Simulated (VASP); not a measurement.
# Al24Si in VASP: single point with PBE+D3(BJ)

Aim: the single point of Al24Si with PBE+D3(BJ).

Program: VASP 6.6.1. These are calculated values, not measurements. Logs are shortened: lines on timing, memory, paths and dates and some standing lists are left out, and cuts for length are marked.

### Step 1. The cell of the first run

The cell holds a slab with vacuum, 25 atoms: a = 5.632 Å, b = 7.965 Å, c = 26.041 Å, α = 90.00°, β = 90.00°, γ = 90.00°.

### Step 2. Single point, PBE+D3(BJ)

File INCAR:

```
  PREC = Accurate
  ENCUT = 520
  EDIFF = 1E-6
  ISMEAR = 0
  SIGMA = 0.1
  LREAL = Auto
  LASPH = True
  NELM = 100
  ALGO = Normal
  ISIF = 2
  LWAVE = False
  LCHARG = False
  LDIPOL = True
  IDIPOL = 3
  DIPOL = 0.5 0.5 0.470
  GGA = PE
  IVDW = 12
  NBANDS = 56
```

File KPOINTS:

```
Automatic mesh
0
Gamma
  5 4 1
```

File POSCAR:

```
Al24Si
1.0
    5.6324246406      0.0000000000      0.0000000000
    0.0000000000      7.9654513158      0.0000000000
    0.0000000000      0.0000000000     26.0405308008
Al Si
24 1
Direct
    0.2499999716      0.2500000215      0.3264142373
    0.2499999716      0.7499999389      0.3264142373
    0.7499999147      0.2500000215      0.3264142373
    0.7499999147      0.7499999389      0.3264142373
    0.4999999431      0.5000000429      0.3804878662
    0.4999999431      0.0000000000      0.3804878662
    0.0000000000      0.5000000429      0.3804878662
    0.0000000000      0.0000000000      0.3804878662
    0.7499999147      0.7499999389      0.4345614952
    0.7499999147      0.2500000215      0.4345614952
    0.2499999716      0.7499999389      0.4345614952
    0.2499999716      0.2500000215      0.4345614952
    0.0016262978     -0.0000046451      0.4882893554
    0.0044121318      0.4999991642      0.4886073597
    0.4983724025     -0.0000042684      0.4882895090
    0.4955901194      0.4999989131      0.4886076669
    0.2500031673      0.2490089916      0.5484527604
    0.2500015695      0.7509578256      0.5485103245
    0.7500006249      0.2545223013      0.5437051997
    0.7500011575      0.7454548104      0.5437336938
    0.5017384484      0.4999291116      0.5973056432
    0.5206120254      0.0000066537      0.5938618194
   -0.0017345993      0.4999287350      0.5973058352
   -0.0206072886      0.0000072814      0.5938608978
    0.2500028123      0.9999918001      0.6636696514
```

Potentials or basis: VASP PAW PBE potentials, release 64 (Al, Si).

Launch:

```
cat potpaw_PBE.64/Al/POTCAR potpaw_PBE.64/Si/POTCAR > POTCAR
mpirun -np 1 vasp_std > vasp.out
```

OUTCAR:

```text
PREC = Accurate
   ENCUT = 520
   EDIFF = 1E-6
   ISMEAR = 0
   LREAL = Auto
   LASPH = True
   NELM = 100
   ISIF = 2
   GGA = PE
   IVDW = 12
 IVDW          = 12

 ion  position               nearest neighbor table
   1  0.250  0.250  0.326-   3 2.82  12 2.82   5 2.82   7 2.82   6 2.82   8 2.82   3 2.82
   2  0.250  0.750  0.326-   5 2.82   7 2.82   4 2.82  11 2.82   6 2.82   8 2.82   4 2.82
   3  0.750  0.250  0.326-   1 2.82  10 2.82   5 2.82   6 2.82   7 2.82   8 2.82   1 2.82
   4  0.750  0.750  0.326-   5 2.82   7 2.82   2 2.82   9 2.82   6 2.82   2 2.82   8 2.82
   5  0.500  0.500  0.380-  16 2.82   2 2.82   4 2.82  11 2.82   9 2.82   7 2.82   1 2.82   3 2.82
                            12 2.82  10 2.82   7 2.82
   6  0.500  0.000  0.380-  15 2.81   8 2.82   1 2.82   3 2.82  12 2.82  10 2.82   2 2.82   4 2.82
                            11 2.82   9 2.82   8 2.82
   7  0.000  0.500  0.380-  14 2.82   2 2.82  11 2.82   4 2.82   9 2.82   5 2.82   1 2.82  12 2.82
                             3 2.82  10 2.82   5 2.82
   8  0.000  0.000  0.380-  13 2.81   6 2.82   1 2.82  12 2.82   2 2.82  11 2.82   3 2.82  10 2.82
                             6 2.82   4 2.82   9 2.82
   9  0.750  0.750  0.435-   5 2.82   7 2.82  11 2.82   4 2.82   6 2.82  11 2.82   8 2.82  13 2.82
                            15 2.82  16 2.83  14 2.83  20 2.84
  10  0.750  0.250  0.435-  12 2.82   3 2.82   5 2.82   6 2.82   7 2.82   8 2.82  12 2.82  13 2.82
                            15 2.82  16 2.83  14 2.83  19 2.84
  11  0.250  0.750  0.435-  14 2.80  16 2.80  13 2.81  15 2.81   5 2.82   7 2.82   9 2.82   2 2.82
[... 22 lines left out ...]
  23  0.998  0.500  0.597-  18 2.76  17 2.76  19 2.78  20 2.78  21 2.80  14 2.83  21 2.84
  24  0.979  0.000  0.594-  25 2.37  22 2.58  20 2.74  19 2.74  13 2.75  18 2.77  17 2.77  22 3.05

  25  0.250  1.000  0.664-  22 2.37  24 2.37

  LATTYP: Found a simple orthorhombic cell.
 ALAT       =     5.6324246406
 B/A-ratio  =     1.4142135624
 C/A-ratio  =     4.6233252041

  Lattice vectors:

 A1 = (   5.6324246406,   0.0000000000,   0.0000000000)
 A2 = (   0.0000000000,   7.9654513158,   0.0000000000)
 A3 = (   0.0000000000,   0.0000000000,  26.0405308008)

Analysis of symmetry for initial positions (statically):
=====================================================================
 Subroutine PRICEL returns:
 Original cell was already a primitive cell.

 Routine SETGRP: Setting up the symmetry group for a
 simple orthorhombic supercell.

 Subroutine GETGRP returns: Found  2 space group operations
 (whereof  1 operations were pure point group operations)
 out of a pool of  8 trial point group operations.

The static configuration has the point symmetry C_1 .
 The point group associated with its full space group is C_1h.

Analysis of symmetry for dynamics (positions and initial velocities):
=====================================================================
 Subroutine PRICEL returns:
 Original cell was already a primitive cell.

 Routine SETGRP: Setting up the symmetry group for a
 simple orthorhombic supercell.

 Subroutine GETGRP returns: Found  2 space group operations
 (whereof  1 operations were pure point group operations)
 out of a pool of  8 trial point group operations.

The dynamic configuration has the point symmetry C_1 .
 The point group associated with its full space group is C_1h.

 Subroutine INISYM returns: Found  2 space group operations
 (whereof  1 operations are pure point group operations),
 and found     1 'primitive' translations

----------------------------------------------------------------------------------------

                                     Primitive cell

  volume of cell :    1168.3033

  direct lattice vectors                    reciprocal lattice vectors
     5.632424641  0.000000000  0.000000000     0.177543432  0.000000000  0.000000000
     0.000000000  7.965451316  0.000000000     0.000000000  0.125542165  0.000000000
     0.000000000  0.000000000 26.040530801     0.000000000  0.000000000  0.038401675

  length of vectors
     5.632424641  7.965451316 26.040530801     0.177543432  0.125542165  0.038401675

  position of ions in fractional coordinates (direct lattice)
     0.249999972  0.250000022  0.326414237
     0.249999972  0.749999939  0.326414237
     0.749999915  0.250000022  0.326414237
     0.749999915  0.749999939  0.326414237
     0.499999943  0.500000043  0.380487866
     0.499999943  0.000000000  0.380487866
[... 17 lines left out ...]
     0.979392711  0.000007281  0.593860898
     0.250002812  0.999991800  0.663669651
[... 43 lines left out ...]

  Length of vectors
     0.035508686  0.031385541  0.038401675

  Shift w.r.t. Gamma in fractional coordinates (k-lattice)
     0.000000000  0.000000000  0.000000000

 Subroutine IBZKPT returns following result:
 ===========================================

 Found      9 irreducible k-points:

 Following reciprocal coordinates:
            Coordinates               Weight
  0.000000  0.000000  0.000000      1.000000
  0.200000  0.000000  0.000000      2.000000
  0.400000  0.000000  0.000000      2.000000
  0.000000  0.250000  0.000000      2.000000
  0.200000  0.250000  0.000000      4.000000
  0.400000  0.250000  0.000000      4.000000
  0.000000  0.500000  0.000000      1.000000
  0.200000  0.500000  0.000000      2.000000
  0.400000  0.500000  0.000000      2.000000
   k-points           NKPTS =      9   k-points in BZ     NKDIM =      9   number of bands    NBANDS=     56
   number of dos      NEDOS =    301   number of ions     NIONS =     25
   total plane-waves  NPLWV = 493920
   dimension x,y,z NGX =    42 NGY =   60 NGZ =  196
   dimension x,y,z NGXF=    84 NGYF=  120 NGZF=  392
   ions per type =              24   1
   NGX,Y,Z   is equivalent  to a cutoff of  12.40, 12.52, 12.51 a.u.
   NGXF,Y,Z  is equivalent  to a cutoff of  24.79, 25.05, 25.03 a.u.
 SYSTEM =  unknown system
   PREC   = accura    normal or accurate (medium, high low for compatibility)
   ISTART =      0    job   : 0-new  1-cont  2-samecut
   ICHARG =      2    charge: 1-file 2-atom 10-const
   ISPIN  =      1    spin polarized calculation?
   LNONCOLLINEAR =      F non collinear calculations
   LSORBIT =      F    spin-orbit coupling
   LASPH  =      T    aspherical Exc in radial PAW
   ENCUT  =  520.0 eV  38.22 Ry    6.18 a.u.  10.47 14.81 48.42*2*pi/ulx,y,z
   NELM   =    100;   NELMIN=  2; NELMDL= -5     # of ELM steps
   EDIFF  = 0.1E-05   stopping-criterion for ELM
   LREAL  =      T    real-space projection
   EDIFFG = 0.1E-04   stopping-criterion for IOM
   NSW    =      0    number of steps for IOM
   IBRION =     -1    ionic relax: 0-MD 1-quasi-New 2-CG
   NFREE  =      0    steps in history (QN), initial steepest desc. (CG)
   ISIF   =      2    stress and relaxation
   ISYM   =      2    0-nonsym 1-usesym 2-fastsym
   POTIM  = 0.5000    time-step for ionic-motion
   TEBEG  =    0.0;   TEEND  =   0.0 temperature during run
   PSTRESS=    0.0 pullay stress
   NELECT =      76.0000    total number of electrons
   NUPDOWN=      -1.0000    fix difference up-down
   EMIN   =  10.00;   EMAX   =-10.00  energy-range for DOS
   EFERMI =   0.00;   METHOD = LEGACY
   ISMEAR =     0;   SIGMA  =   0.10  broadening in eV -4-tet -1-fermi 0-gaus
   EFERMI_NEDOS =   21; number of points for ismear=-14 and -15
   IALGO  =     38    algorithm
   IMIX   =      4    mixing-type and parameters
     AMIX     =   0.40;   BMIX     =  1.00
     AMIX_MAG =   1.60;   BMIX_MAG =  1.00
  volume/ion in A,a.u.               =      46.73       315.36
  Fermi-wavevector in a.u.,A,eV,Ry     =   0.658407  1.244208  5.898115  0.433499
  Thomas-Fermi vector in A             =   1.730219
   LORBIT       =      0    0 simple, 1 ext, 2 COOP (PROOUT), +10 PAW based schemes
   GGA     = PE    functional components
   LHFCALC =     F    Hartree Fock is set to
   AEXX    =    0.0000 exact exchange contribution
   IVDW    =    12    specifies the selected vdW correction
   LEPSILON=     F    determine dielectric tensor
   LRPA    =     F    only Hartree local field effects (RPA)
 non-spin polarized calculation
 Gauss-broadening in eV      SIGMA  =   0.10
  energy-cutoff  :      520.00
  volume of cell :     1168.30
 maximum number of plane-waves:     31505
 NGX is ok and might be reduce to    42
   NGX = 21   NGY = 29   NGZ = 97

 dipolmoment           0.000000      0.000000     -0.110546 electrons x Angstroem

 number of electron      76.0000001 magnetization

 dipolmoment           0.000000      0.000000      0.140455 electrons x Angstroem

 Free energy of the ion-electron system (eV)
  ---------------------------------------------------
  ext. energy  EPLUGINS =         0.00000000
  ---------------------------------------------------
  free energy    TOTEN  =       -88.29836518 eV

  energy without entropy =      -88.23200361  energy(sigma->0) =      -88.26518439

 E-fermi :   0.1655     XC(G=0):  -4.3767

 val. band max:        0.1291398201   @ k =   0.4000   0.0000   0.0000
 cond. band min:       0.1658738869   @ k =   0.4000   0.2500   0.0000
 fundamental gap:      0.0367340668
 Fermi energy:         0.1655115499

 k-point     1 :       0.0000    0.0000    0.0000
  band No.  band energies     occupation
      1     -10.8894      2.00000
      2      -9.6782      2.00000
      3      -8.6663      2.00000
      4      -8.5530      2.00000
      5      -8.0456      2.00000
      6      -7.4522      2.00000
[... 466 lines left out ...]
     49       2.0921      0.00000
     50       2.2750      0.00000
 [bands above 50 left out]

------------------------ aborting loop because EDIFF is reached ----------------------------------------

 vacuum level on the upper side and lower side of the slab       (xc-potential included)         0.191        -0.350

 Edisp (eV)   -6.42727

 E8    (eV) :    -2.9714

  FORCE on cell =-STRESS in cart. coord.  units (eV):
  Direction    XX          YY          ZZ          XY          YZ          ZX
  --------------------------------------------------------------------------------------
  -------------------------------------------------------------------------------------
  Total       0.55903    -6.20805     0.00344     0.00000     0.00440     0.00000
  in kB       0.76664    -8.51354     0.00472     0.00000     0.00603     0.00000
  external pressure =       -2.58 kB  Pullay stress =        0.00 kB

 VOLUME and BASIS-vectors are now :
 -----------------------------------------------------------------------------
  energy-cutoff  :      520.00
  volume of cell :     1168.30
      direct lattice vectors                 reciprocal lattice vectors
     5.632424641  0.000000000  0.000000000     0.177543432  0.000000000  0.000000000
     0.000000000  7.965451316  0.000000000     0.000000000  0.125542165  0.000000000
     0.000000000  0.000000000 26.040530801     0.000000000  0.000000000  0.038401675

 POSITION                                       TOTAL-FORCE (eV/Angst)
 -----------------------------------------------------------------------------------
      1.40811      1.99136      8.50000         0.000000     -0.057044      0.132068
      1.40811      5.97409      8.50000         0.000000      0.056915      0.132165
      4.22432      1.99136      8.50000         0.000000      0.028406      0.138539
      4.22432      5.97409      8.50000         0.000000     -0.028534      0.138649
      2.81621      3.98273      9.90811        -0.022074      0.000024     -0.274133
      2.81621      0.00000      9.90811        -0.002164     -0.000023     -0.243513
[... 17 lines left out ...]
      5.51636      0.00006     15.46445         0.023507      0.000775     -0.003236
      1.40812      7.96539     17.28231         0.000000     -0.000362      0.007449
 -----------------------------------------------------------------------------------
    total drift:                               -0.007643      0.000677     -0.005645

  FREE ENERGIE OF THE ION-ELECTRON SYSTEM (eV)
  ---------------------------------------------------
  free  energy   TOTEN  =       -94.7256357825 eV

  energy  without entropy=      -94.6592742138  energy(sigma->0) =      -94.69245500

 vacuum level on the upper side and lower side of the slab         4.603         4.064
```

It took 42 min on 1 thread of Oxide Virtual Turin-like, shared host; peak memory 1.1 GiB.

Results:

```
Free energy                : -94.7256 eV
Largest force              : 0.275 eV/Å
Band gap on the k mesh     : zero (band 38 reaches 0.33 eV, above the bottom of band 39 at -0.21 eV)
Dispersion energy per atom : -0.257 eV
```

Forces in eV/Å, atoms in the order of the input:
```
Al   0.000 -0.057  0.132
Al   0.000  0.057  0.132
Al   0.000  0.028  0.139
Al   0.000 -0.029  0.139
Al  -0.022  0.000 -0.274
Al  -0.002  0.000 -0.244
Al   0.022  0.000 -0.274
Al   0.002  0.000 -0.244
Al   0.000 -0.087  0.124
Al   0.000  0.087  0.123
Al   0.000 -0.051  0.095
Al   0.000  0.051  0.094
Al   0.009 -0.001  0.027
Al  -0.019  0.001  0.007
Al  -0.009 -0.001  0.027
Al   0.019  0.001  0.007
Al   0.000 -0.010 -0.012
Al   0.000  0.010 -0.014
Al   0.000 -0.006  0.006
Al   0.000  0.005  0.004
Al  -0.002  0.000  0.002
Al  -0.024  0.001 -0.003
Al   0.002  0.000  0.002
Al   0.024  0.001 -0.003
Si   0.000  0.000  0.007
```
